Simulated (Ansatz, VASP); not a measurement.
## HfC in VASP and in Ansatz

```
CELL_PARAMETERS angstrom
0.00000 2.06488 2.06488
2.06488 0.00000 2.06488
2.06488 2.06488 0.00000
ATOMIC_POSITIONS crystal
Hf 0.00000 0.00000 0.00000
C 0.50000 0.50000 0.50000
```

Change from the starting cell: volume scaled by 0.7, LAPW.

Alike in both runs: task single point; functional PBE; k mesh 15 × 15 × 15; occupations fermi-dirac, width 0.08 eV; no spin polarisation.

|  | VASP | Ansatz |
| --- | --- | --- |
| version | VASP 6.6.1 | Ansatz 0.2.0 |
| potentials or method | VASP PAW PBE potentials, release 64 (Hf_pv, C), cutoff 520 eV | all-electron LAPW, scalar-relativistic |

|  | VASP | Ansatz | Ansatz less VASP |
| --- | --- | --- | --- |
| pressure (GPa) | 171.3 | 167.0 | -4.31 |

Both programs put the cell under a high pressure, so it lies far from rest at this level. Ansatz ran all-electron here, and VASP with PAW potentials.

Neither program's run includes spin-orbit coupling. Noted on VASP's run: the cell as given lies far from equilibrium.
